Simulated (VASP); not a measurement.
A run of VASP 6.6.1:

File INCAR:

```
ALGO = Normal ; EDIFF = 1E-6
EDIFFG = -0.01 ; ENCUT = 600
GGA = PE ; IBRION = 2
ISIF = 3 ; ISMEAR = -1
LASPH = T ; LCHARG = F
LREAL = F ; LWAVE = F
NELM = 100 ; NSW = 80
PREC = Accurate ; SIGMA = 0.1
```

The input KPOINTS:

```
k-points
0
Gamma
  11 11 11
```

Contents of POSCAR:

```
Ni
1.0
    0.0000000000      2.4534603088      2.4534603088
    2.4534603088      0.0000000000      2.4534603088
    2.4534603088      2.4534603088      0.0000000000
Ni
2
Direct
    0.1250000000      0.1250000000      0.1250000000
    0.8750000000      0.8750000000      0.8750000000
```

Potentials or basis: VASP PAW PBE potentials, release 64 (Ni).

Run with:

```console
$ cat potpaw_PBE.64/Ni/POTCAR > POTCAR
$ mpirun -np 1 vasp_std > vasp.out
```

Hardware: 1 thread of Intel(R) Xeon(R) Platinum 8259CL CPU @ 2.50GHz (Skylake/Cascade Lake), on a shared host.

Q: Estimate the wall time of this run.

A: It took 56 s on 1 thread of Intel(R) Xeon(R) Platinum 8259CL CPU @ 2.50GHz (Skylake/Cascade Lake), with other jobs on the host, peak memory 0.17 GiB. Counts: scf iterations 31, k points 56, ion steps 3.
